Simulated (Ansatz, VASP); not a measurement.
## LiBr: VASP beside Ansatz

File INCAR:

```
  ALGO = Normal
  EDIFF = 1E-6
  ENCUT = 750
  GGA = PE
  GGA_COMPAT = False
  ISIF = 2
  ISMEAR = -1
  LASPH = True
  LCHARG = True
  LELF = True
  LREAL = False
  LVHAR = True
  LWAVE = False
  NBANDS = 12
  NELM = 120
  PREC = Accurate
  SIGMA = 0.05
```

KPOINTS

```
k-points
0
Gamma
  13 13 13
```

The input POSCAR:

```
LiBr
1.0
    0.0000000000      2.1864798648      2.1864798648
    2.1864798648      0.0000000000      2.1864798648
    2.1864798648      2.1864798648      0.0000000000
Li Br
1 1
Direct
    0.0000000000      0.0000000000      0.0000000000
    0.5000000000      0.5000000000      0.5000000000
```

Input for Ansatz:

```yaml
crystal:
  lattice:
    - [0.0, 2.1864798648, 2.1864798648]
    - [2.1864798648, 0.0, 2.1864798648]
    - [2.1864798648, 2.1864798648, 0.0]
  atoms:
    - { symbol: Li, position: [0.0, 0.0, 0.0] }
    - { symbol: Br, position: [0.5, 0.5, 0.5] }
kpoints:
  mp_grid: { grid: [13, 13, 13] }
scf:
  occupations: { method: fermi_dirac, width: 0.05 }
hamiltonian:
  xc: pbe
  pseudopotentials: { kind: paw }
output:
  forces: true
  stress: true
  eigenvalues: true
  populations: true
```

Change from the starting cell: volume scaled by 0.5, PAW files.

Alike in both runs: task single point; functional PBE; k mesh 13 × 13 × 13; occupations fermi-dirac, width 0.05 eV; no spin polarisation.

|  | VASP | Ansatz |
| --- | --- | --- |
| version | VASP 6.6.1 | Ansatz 0.2.0 |
| potentials or method | VASP PAW PBE potentials, release 64 (Li_sv, Br) | PAW with Ansatz's default frozen-core files, scalar-relativistic |
| plane-wave cutoff (eV) | 750 | 420 |
| valence electrons in the cell | 10 | 10 |

```csv
,VASP,Ansatz,Ansatz less VASP
gap on the k mesh at the Fermi level (eV),4.60,4.61,+0.010
pressure (GPa),80.6,80.2,-0.41
```

Both programs put the cell under a high pressure, so it lies far from rest at this level. The functional is the same, so the differences come from potentials, cutoffs and numerics.

Noted on VASP's run: the cell as given lies far from equilibrium.
